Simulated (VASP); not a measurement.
Here is a VASP 6.6.1 calculation.

Contents of INCAR:

```
SYSTEM = NaCl
ALGO = Normal ; EDIFF = 1E-8
ENCUT = 520 ; GGA = PE
ISIF = 2 ; ISMEAR = -1
LASPH = .True. ; LCHARG = .False.
LEFG = .True. ; LREAL = .False.
LWAVE = .False. ; NBANDS = 14
NELM = 100 ; PREC = Accurate
SIGMA = 0.03
```

File KPOINTS:

```
k-points
0
Gamma
  7 7 7
  0 0 0
```

Contents of POSCAR:

```
NaCl
1.0
    0.0000000000      2.7184800000      2.8317500000
    2.7184800000      0.0000000000      2.8317500000
    2.7184800000      2.7184800000      0.0000000000
Na Cl
1 1
Direct
    0.0000000000      0.0000000000      0.0000000000
    0.5000000000      0.5000000000      0.5000000000
```

Potentials or basis: VASP PAW PBE potentials, release 64 (Na_pv, Cl).

Launch:

```sh
$ cat potpaw_PBE.64/Na_pv/POTCAR potpaw_PBE.64/Cl/POTCAR > POTCAR
$ mpirun -np 1 vasp_std > vasp.out
```

(1) What does it give for the pressure?

(2) Estimate the band gap on the k mesh.

## Answers

(1) 3.0 GPa.

(2) 5.37 eV, direct.

Caveat: the cell differs from its parent crystal (x and y stretched by -4 %, z held); without QUAD_EFG the Cq values of the log hold for a quadrupole moment of 1 mb, not for the nuclei.
